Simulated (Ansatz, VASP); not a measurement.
One calculation of P, two programs

```
P
1.0
     1.72573    0.99635    3.12968
    -1.72573    0.99635    3.12968
     0.00000   -1.99270    3.12968
P
2
Direct
  0.22708 0.22708 0.22708
  0.78237 0.78046 0.76690
```

Change from the starting cell: one atom moved.

Alike in both runs: task single point; functional PBE; k mesh 12 × 12 × 12; occupations gaussian, width 0.1 eV; no spin polarisation.

```csv
,VASP,Ansatz
version,VASP 6.6.1,Ansatz 0.2.0
potentials or method,"VASP PAW PBE potentials, release 64 (P), cutoff 520 eV","scalar-relativistic, plane waves, PAW"
valence electrons in the cell,10,10
```

```tsv
	VASP	Ansatz	Ansatz less VASP
gap on the k mesh at the Fermi level (eV)	none	none	-
pressure (GPa)	2.7	3.0	+0.32
traceless stress, the component that is largest in VASP (GPa)	0.68	0.70	+0.015
rms of the force components (eV/Å)	0.321	0.349	+0.0281
```

Atom by atom the forces differ by 0.029 eV/Å (rms over components). A gap of «none» marks a metal or a gap that the smearing closes. With one functional, cell and mesh, what is left measures potentials, basis and numerics.
